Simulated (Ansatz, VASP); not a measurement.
**ZnTe2O3: VASP beside Ansatz**

Contents of INCAR:

```
SYSTEM = ZnTe2O3
PREC = Accurate ; ENCUT = 600
EDIFF = 1E-7 ; ISMEAR = 0
SIGMA = 0.1 ; LREAL = .FALSE.
LASPH = .TRUE. ; NELM = 80
ALGO = Normal ; ISIF = 3
LWAVE = .FALSE. ; LCHARG = .FALSE.
GGA = PE ; IBRION = 2
NSW = 90 ; EDIFFG = -0.04
```

The input KPOINTS:

```
regular mesh
0
G
  6 6 6
  0 0 0
```

File POSCAR:

```
ZnTe2O3
1.0
    5.7221777310      0.0000000000      0.0000000000
   -2.8610888655      4.9555512800      0.0000000000
    0.0000000000      0.0000000000      3.3811947448
Zn Te O
1 2 3
Direct
    0.0000000000      0.0000000000      0.0000000000
    0.3333333333      0.6666666667      0.0000000000
    0.6666666667      0.3333333333      0.0000000000
    0.5000000000      0.0000000000      0.5000000000
    0.5000000000      0.5000000000      0.5000000000
    0.0000000000      0.5000000000      0.5000000000
```

Input for Ansatz:

```yaml
crystal:
  lattice:
    - [5.722177731, 0.0, 0.0]
    - [-2.8610888655, 4.95555128, 0.0]
    - [0.0, 0.0, 3.3811947448]
  atoms:
    - { symbol: Zn, position: [0.0, 0.0, 0.0] }
    - { symbol: Te, position: [0.3333333333, 0.6666666667, 0.0] }
    - { symbol: Te, position: [0.6666666667, 0.3333333333, 0.0] }
    - { symbol: O, position: [0.5, 0.0, 0.5] }
    - { symbol: O, position: [0.5, 0.5, 0.5] }
    - { symbol: O, position: [0.0, 0.5, 0.5] }
basis:
  ecutwfc: 420
kpoints:
  mp_grid: { grid: [6, 6, 6] }
hamiltonian:
  xc: pbe
scf:
  occupations: { method: gaussian, width: 0.1 }
  lower_state_search: "off"
output:
  forces: true
  stress: true
  eigenvalues: true
relax:
  adjacent_minimum: "off"
  f_tol: 0.04
  max_steps: 70
  cell: { stress_tol: 0.4 }
```

Change from the starting cell: species swapped into the LaGa3Pd2 type (P6/mmm, No. 191).

Alike in both runs: task relaxation of cell and atoms; functional PBE; k mesh 6 × 6 × 6; occupations gaussian, width 0.1 eV; no spin polarisation.

```csv
,VASP,Ansatz
version,VASP 6.6.1,Ansatz 0.2.0
potentials or method,"VASP PAW PBE potentials, release 64 (Zn, Te, O), cutoff 600 eV","scalar-relativistic, plane waves, PAW"
valence electrons in the cell,42,62
```

VASP gave:

* gap on the k mesh at the Fermi level, each at its own relaxed structure (eV): none
* relaxed volume (Å³/atom): 15.73
* relaxed length of the cell vector where the two differ most in proportion (Å): 5.663

Q: Estimate Ansatz's values.

A: gap on the k mesh at the Fermi level, each at its own relaxed structure (eV): none; relaxed volume (Å³/atom): 15.86; relaxed length of the cell vector where the two differ most in proportion (Å): 5.685.

A gap of «none» marks a metal or a gap that the smearing closes. VASP's potentials hold 42 valence electrons a cell and Ansatz's 62, so a difference there can come from the potentials and not from the codes.

Neither program's run includes spin-orbit coupling.
